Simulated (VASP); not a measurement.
Here is a VASP 6.6.1 calculation.

INCAR

```
PREC = Accurate ; ENCUT = 520
EDIFF = 1E-6 ; ISMEAR = -1
SIGMA = 0.02 ; LREAL = F
LASPH = T ; NELM = 100
ALGO = Normal ; ISIF = 2
LWAVE = F ; LCHARG = F
GGA = PE ; NBANDS = 36
```

The input KPOINTS:

```
regular mesh
0
Gamma
  8 8 8
```

Contents of POSCAR:

```
In2GaP3
1.0
   -2.0489731542      2.0489731542      8.7560483104
    2.0489731542     -2.0489731542      8.7560483104
    2.0489731542      2.0489731542     -8.7560483104
Ga P In
1 3 2
Direct
    0.0000000000      0.0000000000      0.0000000000
    0.4254372040      0.9254372040      0.5000000000
    0.7500000000      0.2500000000      0.5000000000
    0.0745627960      0.5745627960      0.5000000000
    0.3373959248      0.3373959248      0.0000000000
    0.6626040752      0.6626040752      0.0000000000
```

Potentials or basis: VASP PAW PBE potentials, release 64 (Ga_d, P, In_d).

The run is started by

```console
$ cat potpaw_PBE.64/Ga_d/POTCAR potpaw_PBE.64/P/POTCAR potpaw_PBE.64/In_d/POTCAR > POTCAR
$ mpirun -np 1 vasp_std > vasp.out
```

(1) Estimate the largest force.

(2) Predict the band gap on the k mesh.

(3) What does it give for the pressure?

Answers

(1) 0.003 eV/Å.

(2) 0.62 eV.

(3) 0.0 GPa.

Caveat: spin-orbit coupling is left out, which moves the levels of the heavy elements.
